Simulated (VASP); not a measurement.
Input of a VASP 6.6.1 run:

POSCAR

```
Ga3BAs4
1.0
    3.8360831369      0.0000000000      0.0000000000
    0.0000000000      7.7065298898      0.0000000000
    0.0000000000      0.0000000000      5.4778498202
B As Ga
1 4 3
Direct
    0.0000000000      0.0000000000     -0.0108992603
    0.5000000000      0.0000000000      0.1978219367
    0.0000000000      0.2237292169      0.7692049657
    0.5000000000      0.5000000000      0.2715057577
    0.0000000000      0.7762707831      0.7692049657
    0.5000000000      0.2319916349      0.4992217355
    0.0000000000      0.5000000000      0.0047181639
    0.5000000000      0.7680083651      0.4992217355
```

INCAR.step1

```
SYSTEM = Ga3BAs4
PREC     = Accurate       ! precision mode
ENCUT    = 520            ! plane-wave cutoff, eV
ISMEAR   = -1             ! smearing method
SIGMA    = 0.02           ! smearing width, eV
LREAL    = .False.        ! projectors in reciprocal space
LASPH    = .True.         ! aspherical terms in the spheres
NELM     = 60             ! most SCF steps
NBANDS   = 41             ! bands
GGA      = PE             ! functional
ALGO     = Normal         ! electronic algorithm
EDIFF    = 1E-4           ! SCF threshold, eV
LWAVE    = .True.         ! write WAVECAR
LCHARG   = .False.        ! write CHGCAR
```

The input INCAR.step2:

```
SYSTEM = Ga3BAs4
PREC     = Accurate       ! precision mode
ENCUT    = 520            ! plane-wave cutoff, eV
EDIFF    = 1E-7           ! SCF threshold, eV
ISMEAR   = -1             ! smearing method
SIGMA    = 0.02           ! smearing width, eV
LREAL    = .False.        ! projectors in reciprocal space
LASPH    = .True.         ! aspherical terms in the spheres
NELM     = 60             ! most SCF steps
ALGO     = Normal         ! electronic algorithm
ISIF     = 2              ! what is computed and relaxed
LWAVE    = .False.        ! write WAVECAR
LCHARG   = .False.        ! write CHGCAR
METAGGA  = R2SCAN         ! meta-GGA
LMIXTAU  = .True.       
NBANDS   = 41             ! bands
ISTART   = 1
```

File KPOINTS:

```
Automatic mesh
0
Gamma
  6 4 4
  0 0 0
```

Potentials or basis: VASP PAW PBE potentials, release 64 (B, As, Ga_d).

Launch:

```sh
$ cat potpaw_PBE.64/B/POTCAR potpaw_PBE.64/As/POTCAR potpaw_PBE.64/Ga_d/POTCAR > POTCAR
$ cp INCAR.step1 INCAR
$ mpirun -np 1 vasp_std > vasp.out
$ cp INCAR.step2 INCAR
$ mpirun -np 1 vasp_std > vasp.out
```

(1) Predict the pressure.

(2) Predict the band gap on the k mesh.

(3) Predict the largest force.

Answers

(1) 0.1 GPa.

(2) 0.75 eV (least direct gap 0.95 eV).

(3) 0.015 eV/Å.

Caveat: semilocal functionals underestimate gaps, and a narrow one can read as zero; the PAW data sets were made with another functional, which shifts forces and pressure a little.
